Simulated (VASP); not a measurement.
# NaH: relaxation of cell and atoms with LDA

Crystal: NaH.

```xyz
2
Lattice="0.0000 2.4400 2.4400 2.4400 0.0000 2.4400 2.4400 2.4400 0.0000" Properties=species:S:1:pos:R:3 pbc="T T T"
Na    0.0000    0.0000    0.0000
H     2.4400    2.4400    2.4400
```

| Item | Value |
| --- | --- |
| Program | VASP 6.6.1 |
| Task | relaxation of cell and atoms |
| Functional | LDA |
| Potentials or basis | VASP PAW LDA potentials, release 64 (Na_pv, H) |
| Cutoff | 600 eV |
| k mesh | 10 × 10 × 10 |
| Occupations | fermi-dirac, width 0.02 eV |
| Spin | no spin polarisation |
| Dipole correction | no |
| Further INCAR settings | ALGO = Normal; EDIFF = 1e-06; IBRION = 2; EDIFFG = -0.01; NSW = 80; ISIF = 3 |

The relaxed volume is 12.89 Å³/atom. The relaxed cell is a = 3.316 Å, b = 3.316 Å, c = 3.316 Å, α = 60.00°, β = 60.00°, γ = 60.00°. The space group after relaxing (to 0.05 Å) is Fm-3m (No. 225). The energy gained by relaxing is 14.7 meV/atom, the ionic steps are 4 and the pressure after relaxing is 0.0 GPa. The band gap on the k mesh is 3.57 eV, indirect (least direct gap 4.51 eV).

The path:
```
step  energy change (eV)  largest force (eV/Å)  pressure (GPa)  volume (Å³)
   1              0.0000                0.0000           -2.63        29.05
   2             -0.0143                0.0000           -1.98        28.06
   3             -0.0287                0.0000           -0.43        26.23
   4             -0.0294                0.0000            0.01        25.78
```

Final structure:
```
Na H
1.0
     0.00000    2.34459    2.34459
     2.34459    0.00000    2.34459
     2.34459    2.34459    0.00000
Na H
1 1
Direct
  0.00000 0.00000 0.00000
  0.50000 0.50000 0.50000
```

Levels at points of the mesh, in eV from the valence-band top:
| k point | band 1 | band 2 | band 3 | band 4 | band 5 | band 6 | band 7 | band 8 |
| --- | --- | --- | --- | --- | --- | --- | --- | --- |
| (0.00, 0.00, 0.00) | -22.01 | -22.01 | -22.01 | -4.03 | 11.23 | 15.87 | 15.87 | 15.87 |
| (0.50, 0.00, 0.00) | -22.14 | -22.02 | -22.02 | -0.94 | 3.57 | 11.23 | 13.65 | 13.65 |
| (0.50, 0.50, 0.00) | -22.12 | -22.05 | -22.05 | -0.19 | 4.49 | 10.01 | 10.91 | 10.91 |

Wall time 33 s on 1 thread of Oxide Virtual Turin-like Processor, with other jobs on the host, peak memory 0.11 GiB.

Caveat: the volume moved by -11 % from the deposited cell, more than functionals usually miss. Zero-point motion and thermal expansion aren't in these numbers.
